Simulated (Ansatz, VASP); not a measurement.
# Two plane-wave programs on B2P

INCAR

```
ALGO     = Normal         # electronic algorithm
EDIFF    = 1E-7           # SCF threshold, eV
EDIFFG   = -0.04          # ionic threshold
ENCUT    = 600            # plane-wave cutoff, eV
GGA      = PE             # functional
IBRION   = 2              # ionic algorithm
ISIF     = 3              # what is computed and relaxed
ISMEAR   = 0              # smearing method
LASPH    = T              # aspherical terms in the spheres
LCHARG   = F              # write CHGCAR
LREAL    = F              # projectors in reciprocal space
LWAVE    = F              # write WAVECAR
NELM     = 100            # most SCF steps
NSW      = 90             # ionic steps
PREC     = Accurate       # precision mode
SIGMA    = 0.1            # smearing width, eV
```

File KPOINTS:

```
k-points
0
Gamma
  6 6 6
```

POSCAR

```
B2P
1.0
   -2.1168688100      2.1168688100      5.7736498100
    2.1168688100     -2.1168688100      5.7736498100
    2.1168688100      2.1168688100     -5.7736498100
B P
8 4
Direct
    0.7871120400      0.7871120400      0.5742240800
    0.2128879600      0.2128879600      0.4257759200
    0.5371120400      0.4628879600      0.5000000000
    0.9628879600      0.0371120400      0.5000000000
    0.9628879600      0.4628879600      0.9257759200
    0.5371120400      0.0371120400      0.0742240800
    0.2128879600      0.7871120400      0.0000000000
    0.7871120400      0.2128879600      0.0000000000
    0.3750000000      0.6250000000      0.7500000000
    0.8750000000      0.6250000000      0.2500000000
    0.3750000000      0.1250000000      0.7500000000
    0.3750000000      0.6250000000      0.2500000000
```

Input for Ansatz:

```yaml
crystal:
  lattice:
    - [-2.11686881, 2.11686881, 5.77364981]
    - [2.11686881, -2.11686881, 5.77364981]
    - [2.11686881, 2.11686881, -5.77364981]
  atoms:
    - { symbol: B, position: [0.78711204, 0.78711204, 0.57422408] }
    - { symbol: B, position: [0.21288796, 0.21288796, 0.42577592] }
    - { symbol: B, position: [0.53711204, 0.46288796, 0.5] }
    - { symbol: B, position: [0.96288796, 0.03711204, 0.5] }
    - { symbol: B, position: [0.96288796, 0.46288796, 0.92577592] }
    - { symbol: B, position: [0.53711204, 0.03711204, 0.07422408] }
    - { symbol: B, position: [0.21288796, 0.78711204, 0.0] }
    - { symbol: B, position: [0.78711204, 0.21288796, 0.0] }
    - { symbol: P, position: [0.375, 0.625, 0.75] }
    - { symbol: P, position: [0.875, 0.625, 0.25] }
    - { symbol: P, position: [0.375, 0.125, 0.75] }
    - { symbol: P, position: [0.375, 0.625, 0.25] }
basis:
  ecutwfc: 420
kpoints:
  mp_grid: { grid: [6, 6, 6] }
hamiltonian:
  xc: pbe
scf:
  occupations: { method: gaussian, width: 0.1 }
  lower_state_search: "off"
output:
  forces: true
  stress: true
  eigenvalues: true
relax:
  adjacent_minimum: "off"
  f_tol: 0.04
  max_steps: 70
  cell: { stress_tol: 0.4 }
```

Alike in both runs: task relaxation of cell and atoms; functional PBE; k mesh 6 × 6 × 6; occupations gaussian, width 0.1 eV; no spin polarisation.

|  | VASP | Ansatz |
| --- | --- | --- |
| version | VASP 6.6.1 | Ansatz 0.2.0 |
| potentials or method | VASP PAW PBE potentials, release 64 (B, P), cutoff 600 eV | scalar-relativistic, plane waves, PAW |
| valence electrons in the cell | 44 | 44 |

```csv
,VASP,Ansatz,Ansatz less VASP
"gap on the k mesh at the Fermi level, each at its own relaxed structure (eV)",none,none,-
relaxed volume (Å³/atom),10.38,10.40,+0.014
relaxed cell length with the largest relative difference (Å),6.525,6.528,+0.0034
```

A gap of «none» marks a metal or a gap that the smearing closes.

Noted on VASP's run: the volume moved by over 15 % at a fixed basis, so the end points are rough.
